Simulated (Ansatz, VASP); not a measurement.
**HfH2 in VASP and in Ansatz**

```
CELL_PARAMETERS angstrom
-1.74650 1.74650 1.99365
1.74650 -1.74650 1.99365
1.74650 1.74650 -1.99365
ATOMIC_POSITIONS crystal
Hf 0.00000 0.00000 0.00000
H 0.75000 0.25000 0.50000
H 0.25000 0.75000 0.50000
```

Alike in both runs: task single point; functional PBEsol; k mesh 16 × 16 × 16; occupations gaussian, width 0.1 eV; no spin polarisation.

|  | VASP | Ansatz |
| --- | --- | --- |
| version | VASP 6.6.1 | Ansatz 0.2.0 |
| potentials or method | VASP PAW PBE potentials, release 64 (Hf_pv, H), cutoff 520 eV | scalar-relativistic, plane waves, PAW |
| valence electrons in the cell | 12 | 28 |

```csv
,VASP,Ansatz,Ansatz less VASP
gap on the k mesh at the Fermi level (eV),none,none,-
pressure (GPa),5.6,6.3,+0.67
"traceless stress, the component that is largest in VASP (GPa)",3.54,3.49,-0.053
```

VASP's potentials were made for PBE, not for PBEsol. A gap of «none» marks a metal or a gap that the smearing closes. VASP's potentials hold 12 valence electrons a cell and Ansatz's 28, so a difference there can come from the potentials and not from the codes.

Neither program's run includes spin-orbit coupling.
